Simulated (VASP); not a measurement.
# HgTe (Coloradoite) (F-43m) in VASP: single point with PBE

Aim: the single point of HgTe (Coloradoite) with PBE.

All numbers are computed with VASP 6.6.1; they aren't measurements. Logs are shortened: lines on timing, memory, paths and dates and some standing lists are left out, and cuts for length are marked.

**1. The cell of the first run**

Symmetry: F-43m, No. 216, cubic system. Conventional cell: a = 6.429 Å, b = 6.429 Å, c = 6.429 Å, α = 90.00°, β = 90.00°, γ = 90.00°. Within 3.7 Å of Hg (site symmetry -43m) lie 4 Te at 2.78 Å. Within 3.7 Å of Te (site symmetry -43m) lie 4 Hg at 2.78 Å.

**2. Single point, PBE**

File INCAR:

```
PREC = Accurate ; ENCUT = 520
EDIFF = 1E-6 ; ISMEAR = 0
SIGMA = 0.01 ; LREAL = False
LASPH = True ; NELM = 80
ALGO = Normal ; ISIF = 2
LWAVE = False ; LCHARG = False
GGA = PE ; NBANDS = 16
ISYM = 0
```

File KPOINTS:

```
Automatic mesh
0
Gamma
  3 3 3
  0.5 0.5 0.5
```

File POSCAR:

```
HgTe
1.0
    0.0000000000      3.2145000000      3.2145000000
    3.2145000000      0.0000000000      3.2145000000
    3.2145000000      3.2145000000      0.0000000000
Hg Te
1 1
Direct
    0.0000000000      0.0000000000      0.0000000000
    0.2500000000      0.2500000000      0.2500000000
```

Potentials or basis: VASP PAW PBE potentials, release 64 (Hg, Te).

Command:

```bash
$ cat potpaw_PBE.64/Hg/POTCAR potpaw_PBE.64/Te/POTCAR > POTCAR
$ mpirun -np 1 vasp_std > vasp.out
```

OUTCAR:

```text
PREC = Accurate
   ENCUT = 520
   EDIFF = 1E-6
   ISMEAR = 0
   LREAL = False
   LASPH = True
   NELM = 80
   ISIF = 2
   GGA = PE
   ISYM = 0

 ion  position               nearest neighbor table
   1  0.000  0.000  0.000-   2 2.78   2 2.78   2 2.78   2 2.78
   2  0.250  0.250  0.250-   1 2.78   1 2.78   1 2.78   1 2.78

IMPORTANT INFORMATION: All symmetrisations will be switched off!
NOSYMM: (Re-)initialisation of all symmetry stuff for point group C_1.

----------------------------------------------------------------------------------------

                                     Primitive cell

  volume of cell :      66.4309

  direct lattice vectors                    reciprocal lattice vectors
     0.000000000  3.214500000  3.214500000    -0.155545186  0.155545186  0.155545186
     3.214500000  0.000000000  3.214500000     0.155545186 -0.155545186  0.155545186
     3.214500000  3.214500000  0.000000000     0.155545186  0.155545186 -0.155545186

  length of vectors
     4.545989496  4.545989496  4.545989496     0.269412165  0.269412165  0.269412165

  position of ions in fractional coordinates (direct lattice)
     0.000000000  0.000000000  0.000000000
     0.250000000  0.250000000  0.250000000

  ion indices of the primitive-cell ions
   primitive index   ion index
                 1           1
                 2           2

----------------------------------------------------------------------------------------

 KPOINTS: Automatic mesh

Automatic generation of k-mesh.
 Grid dimensions read from file:
 generate k-points for:    3    3    3

 Generating k-lattice:

  Cartesian coordinates                     Fractional coordinates (reciprocal lattice)
    -0.051848395  0.051848395  0.051848395     0.333333333  0.000000000  0.000000000
     0.051848395 -0.051848395  0.051848395     0.000000000  0.333333333  0.000000000
     0.051848395  0.051848395 -0.051848395     0.000000000  0.000000000  0.333333333

  Length of vectors
     0.089804055  0.089804055  0.089804055

  Shift w.r.t. Gamma in fractional coordinates (k-lattice)
     0.500000000  0.500000000  0.500000000

 Subroutine IBZKPT returns following result:
 ===========================================

 Found     56 irreducible k-points:

 Following reciprocal coordinates:
            Coordinates               Weight
  0.166667  0.166667  0.166667      2.000000
  0.166667  0.000000  0.000000      2.000000
  0.000000  0.000000 -0.166667      2.000000
  0.000000  0.166667  0.000000      2.000000
  0.500000  0.166667  0.166667      2.000000
  0.166667  0.500000  0.166667      2.000000
[... 16 lines left out ...]
  0.000000 -0.333333 -0.166667      2.000000
 -0.333333  0.000000 -0.166667      2.000000
 [... further k-points ...]
   k-points           NKPTS =     56   k-points in BZ     NKDIM =     56   number of bands    NBANDS=     16
   number of dos      NEDOS =    301   number of ions     NIONS =      2
   total plane-waves  NPLWV =  46656
   dimension x,y,z NGX =    36 NGY =   36 NGZ =   36
   dimension x,y,z NGXF=    72 NGYF=   72 NGZF=   72
   ions per type =               1   1
   NGX,Y,Z   is equivalent  to a cutoff of  13.17, 13.17, 13.17 a.u.
   NGXF,Y,Z  is equivalent  to a cutoff of  26.33, 26.33, 26.33 a.u.
 SYSTEM =  unknown system
   PREC   = accura    normal or accurate (medium, high low for compatibility)
   ISTART =      0    job   : 0-new  1-cont  2-samecut
   ICHARG =      2    charge: 1-file 2-atom 10-const
   ISPIN  =      1    spin polarized calculation?
   LNONCOLLINEAR =      F non collinear calculations
   LSORBIT =      F    spin-orbit coupling
   LASPH  =      T    aspherical Exc in radial PAW
   ENCUT  =  520.0 eV  38.22 Ry    6.18 a.u.   8.45  8.45  8.45*2*pi/ulx,y,z
   NELM   =     80;   NELMIN=  2; NELMDL= -5     # of ELM steps
   EDIFF  = 0.1E-05   stopping-criterion for ELM
   LREAL  =      F    real-space projection
   EDIFFG = 0.1E-04   stopping-criterion for IOM
   NSW    =      0    number of steps for IOM
   IBRION =     -1    ionic relax: 0-MD 1-quasi-New 2-CG
   NFREE  =      0    steps in history (QN), initial steepest desc. (CG)
   ISIF   =      2    stress and relaxation
   ISYM   =      0    0-nonsym 1-usesym 2-fastsym
   POTIM  = 0.5000    time-step for ionic-motion
   TEBEG  =    0.0;   TEEND  =   0.0 temperature during run
   PSTRESS=    0.0 pullay stress
   NELECT =      18.0000    total number of electrons
   NUPDOWN=      -1.0000    fix difference up-down
   EMIN   =  10.00;   EMAX   =-10.00  energy-range for DOS
   EFERMI =   0.00;   METHOD = LEGACY
   ISMEAR =     0;   SIGMA  =   0.01  broadening in eV -4-tet -1-fermi 0-gaus
   EFERMI_NEDOS =   21; number of points for ismear=-14 and -15
   IALGO  =     38    algorithm
   IMIX   =      4    mixing-type and parameters
     AMIX     =   0.40;   BMIX     =  1.00
     AMIX_MAG =   1.60;   BMIX_MAG =  1.00
  volume/ion in A,a.u.               =      33.22       224.15
  Fermi-wavevector in a.u.,A,eV,Ry     =   1.059357  2.001894 15.268958  1.122237
  Thomas-Fermi vector in A             =   2.194699
   LORBIT       =      0    0 simple, 1 ext, 2 COOP (PROOUT), +10 PAW based schemes
   GGA     = PE    functional components
   LHFCALC =     F    Hartree Fock is set to
   AEXX    =    0.0000 exact exchange contribution
   IVDW    =     0    specifies the selected vdW correction
   LEPSILON=     F    determine dielectric tensor
   LRPA    =     F    only Hartree local field effects (RPA)
 non-spin polarized calculation
 Gauss-broadening in eV      SIGMA  =   0.01
  energy-cutoff  :      520.00
  volume of cell :       66.43
 maximum number of plane-waves:      1808
 NGX is ok and might be reduce to    36
   NGX = 17   NGY = 17   NGZ = 17

 number of electron      18.0000000 magnetization

 Free energy of the ion-electron system (eV)
  ---------------------------------------------------
  ext. energy  EPLUGINS =         0.00000000
  ---------------------------------------------------
  free energy    TOTEN  =        -3.54365437 eV

  energy without entropy =       -3.54365437  energy(sigma->0) =       -3.54365437

 E-fermi :   3.0227     XC(G=0):  -8.8153

 val. band max:        2.9777247770   @ k =   0.1667   0.1667   0.1667
 cond. band min:       3.9822809464   @ k =   0.5000   0.5000   0.5000
 fundamental gap:      1.0045561694
 Fermi energy:         3.0226749286

 k-point     1 :       0.1667    0.1667    0.1667
  band No.  band energies     occupation
      1      -8.6893      2.00000
      2      -4.1412      2.00000
      3      -4.1412      2.00000
      4      -4.1226      2.00000
      5      -3.6327      2.00000
      6      -3.6327      2.00000
[... 8 lines left out ...]
     15      11.8402      0.00000
     16      11.8402      0.00000

 k-point     2 :       0.1667    0.0000    0.0000
  band No.  band energies     occupation
      1      -8.6893      2.00000
      2      -4.1412      2.00000
      3      -4.1412      2.00000
      4      -4.1226      2.00000
      5      -3.6327      2.00000
      6      -3.6327      2.00000
[... 8 lines left out ...]
     15      11.8402      0.00000
     16      11.8402      0.00000

 k-point     3 :       0.0000    0.0000   -0.1667
  band No.  band energies     occupation
      1      -8.6893      2.00000
      2      -4.1412      2.00000
      3      -4.1412      2.00000
      4      -4.1226      2.00000
      5      -3.6327      2.00000
      6      -3.6327      2.00000
[... 8 lines left out ...]
     15      11.8402      0.00000
     16      11.8402      0.00000

 k-point     4 :       0.0000    0.1667    0.0000
  band No.  band energies     occupation
      1      -8.6893      2.00000
      2      -4.1412      2.00000
      3      -4.1412      2.00000
      4      -4.1226      2.00000
      5      -3.6327      2.00000
      6      -3.6327      2.00000
[... 8 lines left out ...]
     15      11.8402      0.00000
     16      11.8402      0.00000

 k-point     5 :       0.5000    0.1667    0.1667
  band No.  band energies     occupation
      1      -8.2392      2.00000
      2      -4.0309      2.00000
      3      -4.0248      2.00000
      4      -3.6803      2.00000
      5      -3.6378      2.00000
      6      -3.5144      2.00000
[... 8 lines left out ...]
     15      12.1472      0.00000
     16      13.4312      0.00000

 k-point     6 :       0.1667    0.5000    0.1667
  band No.  band energies     occupation
      1      -8.2392      2.00000
      2      -4.0309      2.00000
      3      -4.0248      2.00000
      4      -3.6803      2.00000
      5      -3.6378      2.00000
      6      -3.5144      2.00000
[... 8 lines left out ...]
     15      12.1472      0.00000
     16      13.4312      0.00000
[... 267 lines left out ...]
 k-point    21 :      -0.1667   -0.3333   -0.3333
  band No.  band energies     occupation
      1      -8.3968      2.00000
      2      -4.0852      2.00000
      3      -4.0272      2.00000
      4      -3.9469      2.00000
      5      -3.6381      2.00000
      6      -3.6006      2.00000
[... 8 lines left out ...]
     15      12.6789      0.00000
     16      12.9924      0.00000

 k-point    22 :       0.1667    0.3333    0.0000
  band No.  band energies     occupation
      1      -8.3968      2.00000
      2      -4.0852      2.00000
      3      -4.0272      2.00000
      4      -3.9469      2.00000
      5      -3.6381      2.00000
      6      -3.6006      2.00000
[... 8 lines left out ...]
     15      12.6789      0.00000
     16      12.9924      0.00000

 k-point    23 :       0.0000   -0.3333   -0.1667
  band No.  band energies     occupation
      1      -8.3968      2.00000
      2      -4.0852      2.00000
      3      -4.0272      2.00000
      4      -3.9469      2.00000
      5      -3.6381      2.00000
      6      -3.6006      2.00000
[... 8 lines left out ...]
     15      12.6789      0.00000
     16      12.9924      0.00000

 k-point    24 :      -0.3333    0.0000   -0.1667
  band No.  band energies     occupation
      1      -8.3968      2.00000
      2      -4.0852      2.00000
      3      -4.0272      2.00000
      4      -3.9469      2.00000
      5      -3.6381      2.00000
      6      -3.6006      2.00000
[... 8 lines left out ...]
     15      12.6789      0.00000
     16      12.9924      0.00000

 [... further k-points ...]

------------------------ aborting loop because EDIFF is reached ----------------------------------------

  FORCE on cell =-STRESS in cart. coord.  units (eV):
  Direction    XX          YY          ZZ          XY          YZ          ZX
  --------------------------------------------------------------------------------------
  -------------------------------------------------------------------------------------
  Total        1.9275995      1.9276031      1.9275999      0.0000018      0.0000019      0.0000040
  in kB       46.4897380     46.4898255     46.4897471      0.0000431      0.0000451      0.0000953
  external PRESSURE =      46.4897702 kB  Pullay stress =       0.0000000 kB

 VOLUME and BASIS-vectors are now :
 -----------------------------------------------------------------------------
  energy-cutoff  :      520.00
  volume of cell :       66.43
      direct lattice vectors                 reciprocal lattice vectors
     0.000000000  3.214500000  3.214500000    -0.155545186  0.155545186  0.155545186
     3.214500000  0.000000000  3.214500000     0.155545186 -0.155545186  0.155545186
     3.214500000  3.214500000  0.000000000     0.155545186  0.155545186 -0.155545186

 POSITION                                       TOTAL-FORCE (eV/Angst)
 -----------------------------------------------------------------------------------
      0.00000      0.00000      0.00000         0.000000     -0.000001      0.000001
      1.60725      1.60725      1.60725        -0.000000      0.000001     -0.000001
 -----------------------------------------------------------------------------------
    total drift:                                0.000001     -0.000002      0.000001

  FREE ENERGIE OF THE ION-ELECTRON SYSTEM (eV)
  ---------------------------------------------------
  free  energy   TOTEN  =        -3.5436543679 eV

  energy  without entropy=       -3.5436543679  energy(sigma->0) =       -3.54365437
```

Run time: 46 s. Hardware: 1 thread of Intel Xeon Platinum 8259CL at 2.50GHz (Skylake/Cascade Lake), shared host; peak memory 0.23 GiB.

Results:

| Quantity | Value |
| --- | --- |
| Free energy | -3.5437 eV |
| Pressure | 4.6 GPa |
| Band gap on the k mesh | 1.00 eV, indirect (least direct gap 1.12 eV) |

Caveat: the k points lie up to 0.56 Å⁻¹ apart; spin-orbit coupling is left out, which moves the levels of the heavy elements.
